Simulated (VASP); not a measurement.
A run of VASP 6.6.1 is set up as follows.

File INCAR:

```
SYSTEM = Ti
PREC = Accurate ; ENCUT = 520
EDIFF = 1E-7 ; ISMEAR = 0
SIGMA = 0.15 ; LREAL = .False.
LASPH = .True. ; NELM = 100
ALGO = Fast ; ISIF = 2
LWAVE = .False. ; LCHARG = .True.
GGA = PS ; LELF = .True.
LVHAR = .True. ; NBANDS = 12
```

KPOINTS

```
Automatic mesh
0
Gamma
  26 26 26
  0 0 0
```

The input POSCAR:

```
Ti
1.0
    0.0000000000      1.9265250939      2.0279211515
    1.9265250939      0.0000000000      2.0279211515
    1.9265250939      1.9265250939      0.0000000000
Ti
1
Direct
    0.0000000000      0.0000000000      0.0000000000
```

Potentials or basis: VASP PAW PBE potentials, release 64 (Ti_sv).

Launch:

```console
$ cat potpaw_PBE.64/Ti_sv/POTCAR > POTCAR
$ mpirun -np 1 vasp_std > vasp.out
```

Predict the pressure.

13.5 GPa.

Estimate the band gap on the k mesh.

zero (band 6 reaches 10.51 eV, above the bottom of band 7 at 9.06 eV).

Stress tensor (GPa, compression positive):
```
14.03  0.00  0.00
 0.00 14.03  0.00
 0.00  0.00 12.38
```

Caveat: the cell differs from its parent crystal (strain -0.050 along x and y, +0.000 along z); the PAW data sets were made with another functional, which shifts forces and pressure a little.
